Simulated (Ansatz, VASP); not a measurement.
One calculation of C, two programs

Contents of INCAR:

```
PREC = Accurate
ENCUT = 520
EDIFF = 1E-6
ISMEAR = -1
SIGMA = 0.1
LREAL = False
LASPH = True
NELM = 100
ALGO = Normal
ISIF = 2
LWAVE = False
LCHARG = True
GGA = PE
LELF = True
LVHAR = True
NBANDS = 8
```

The input KPOINTS:

```
Automatic mesh
0
Gamma
  21 21 21
```

File POSCAR:

```
C
1.0
   -1.1546361328      1.1546361328      1.1546361328
    1.1546361328     -1.1546361328      1.1546361328
    1.1546361328      1.1546361328     -1.1546361328
C
1
Direct
    0.0000000000      0.0000000000      0.0000000000
```

Input for Ansatz:

```yaml
crystal:
  lattice:
    - [-1.1546361328, 1.1546361328, 1.1546361328]
    - [1.1546361328, -1.1546361328, 1.1546361328]
    - [1.1546361328, 1.1546361328, -1.1546361328]
  atoms:
    - { symbol: C, position: [0.0, 0.0, 0.0] }
hamiltonian:
  xc: pbe
  pseudopotentials:
    kind: paw
    azcp:
      C: "pseudopotentials/C.paw.azcp"
basis:
  ecutwfc: 420
  fft_grid_basis: typed
kpoints:
  mp_grid: { grid: [21, 21, 21], shift: [0, 0, 0] }
magnetization:
  spin_polarized: false
scf:
  occupations: { method: fermi_dirac, width: 0.1 }
  lower_state_search: "off"
output:
  stress: true
```

Alike in both runs: task single point; functional PBE; k mesh 21 × 21 × 21; occupations fermi-dirac, width 0.1 eV; no spin polarisation.

|  | VASP | Ansatz |
| --- | --- | --- |
| version | VASP 6.6.1 | Ansatz 0.2.0 |
| potentials or method | VASP PAW PBE potentials, release 64 (C), cutoff 520 eV | plane waves (420 eV) with PAW, scalar-relativistic |
| valence electrons in the cell | 4 | 4 |

|  | VASP | Ansatz | Ansatz less VASP |
| --- | --- | --- | --- |
| pressure (GPa) | 18.1 | 17.9 | -0.21 |
